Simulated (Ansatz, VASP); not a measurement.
# Pd in VASP and in Ansatz

```
CELL_PARAMETERS angstrom
0.00000 1.95585 1.95585
1.95585 0.00000 1.95585
1.95585 1.95585 0.00000
ATOMIC_POSITIONS crystal
Pd 0.00000 0.00000 0.00000
```

Alike in both runs: task single point; functional r2SCAN; k mesh 14 × 14 × 14; no spin polarisation.

|  | VASP | Ansatz |
| --- | --- | --- |
| version | VASP 6.6.1 | Ansatz 0.2.0 |
| potentials or method | VASP PAW PBE potentials, release 64 (Pd), cutoff 520 eV | plane waves (500 eV) with PAW, scalar-relativistic |
| occupations | methfessel-paxton of order 1, width 0.3 eV | cold, width 0.3 eV |
| valence electrons in the cell | 10 | 18 |

```tsv
	VASP	Ansatz	Ansatz less VASP
pressure (GPa)	0.4	-0.4	-0.80
```

VASP's potentials were made for PBE, not for r2SCAN. VASP's potentials hold 10 valence electrons a cell and Ansatz's 18, so a difference there can come from the potentials and not from the codes.
